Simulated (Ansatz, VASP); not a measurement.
## One calculation of ZnS, two programs

POSCAR

```
ZnS
1.0
    0.0000000000      2.7046500000      2.7046500000
    2.7046500000      0.0000000000      2.7046500000
    2.7046500000      2.7046500000      0.0000000000
Zn S
1 1
Direct
   -0.0533664494     -0.0533664494     -0.0533664494
    0.7500000000      0.7500000000      0.7500000000
```

INCAR.step1

```
PREC = Accurate
ENCUT = 520
ISMEAR = 0
SIGMA = 0.05
LREAL = F
LASPH = T
NELM = 100
NBANDS = 16
GGA = PE
ALGO = Normal
EDIFF = 1E-4
LWAVE = T
LCHARG = F
```

The input INCAR.step2:

```
PREC = Accurate
ENCUT = 520
EDIFF = 1E-7
ISMEAR = 0
SIGMA = 0.05
LREAL = F
LASPH = T
NELM = 100
ALGO = Normal
ISIF = 2
LWAVE = F
LCHARG = F
METAGGA = R2SCAN
LMIXTAU = T
NBANDS = 16
ISTART = 1
```

File KPOINTS:

```
Automatic mesh
0
Gamma
  8 8 8
```

Input for Ansatz:

```yaml
crystal:
  lattice:
    - [0.0, 2.70465, 2.70465]
    - [2.70465, 0.0, 2.70465]
    - [2.70465, 2.70465, 0.0]
  atoms:
    - { symbol: Zn, position: [-0.0533664494, -0.0533664494, -0.0533664494] }
    - { symbol: S, position: [0.75, 0.75, 0.75] }
basis:
  ecutwfc: 500
kpoints:
  mp_grid: { grid: [8, 8, 8] }
hamiltonian:
  xc: r2scan
scf:
  occupations: { method: gaussian, width: 0.05 }
output:
  forces: true
  stress: true
  eigenvalues: true
```

Change from the starting cell: all Zn atoms moved +0.500 Å, as atom 1 towards its neighbour atom 2 (S) at 2.342 Å.

Alike in both runs: task single point; functional r2SCAN; k mesh 8 × 8 × 8; occupations gaussian, width 0.05 eV; no spin polarisation.

|  | VASP | Ansatz |
| --- | --- | --- |
| version | VASP 6.6.1 | Ansatz 0.2.0 |
| potentials or method | VASP PAW PBE potentials, release 64 (Zn, S), cutoff 520 eV | scalar-relativistic, plane waves, PAW |
| valence electrons in the cell | 18 | 18 |

Ansatz gave:

| Quantity | Value |
| --- | --- |
| gap on the k mesh at the Fermi level (eV) | 2.49 |
| least direct gap on the mesh (eV) | 2.49 |
| pressure (GPa) | 15.7 |
| traceless stress, the component that is largest in VASP (GPa) | 20.24 |
| rms of the force components (eV/Å) | 5.401 |

Q: Which values does VASP return?

A: gap on the k mesh at the Fermi level (eV): 2.50; least direct gap on the mesh (eV): 2.50; pressure (GPa): 16.1; traceless stress, the component that is largest in VASP (GPa): 20.60; rms of the force components (eV/Å): 5.488.

VASP's potentials were made for PBE, not for r2SCAN. Atom by atom the forces differ by 0.087 eV/Å (rms over components).
